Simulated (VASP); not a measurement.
FePb:

```xyz
2
Lattice="3.3986 0.0000 0.0000 0.0000 3.3986 0.0000 0.0000 0.0000 3.3986" Properties=species:S:1:pos:R:3 pbc="T T T"
Fe    0.0000    0.0000    0.0000
Pb    1.6993    1.6993    1.6993
```

Base run:

```yaml
Program: VASP 6.6.1
Functional: PBE
Potentials_or_basis: VASP PAW PBE potentials, release 64 (Fe, Pb_d)
Cutoff: 520 eV
k_mesh: 12 × 12 × 12
Occupations: gaussian, width 0.1 eV
Spin: collinear spin, ferromagnetic start
Starting_moments: "[0.5, 0.0] μB"
```

Its results: pressure -10.0 GPa; net moment 0.01 μB per cell.

**Question.** The run is repeated on the same cell with these changes: moments at the start from [0.5, 0.0] to [3.0, 0.0]. What comes out?

**Answer.** Pressure -0.2 GPa; net moment 2.56 μB per cell; site moments Fe +2.67; Pb -0.06 μB.
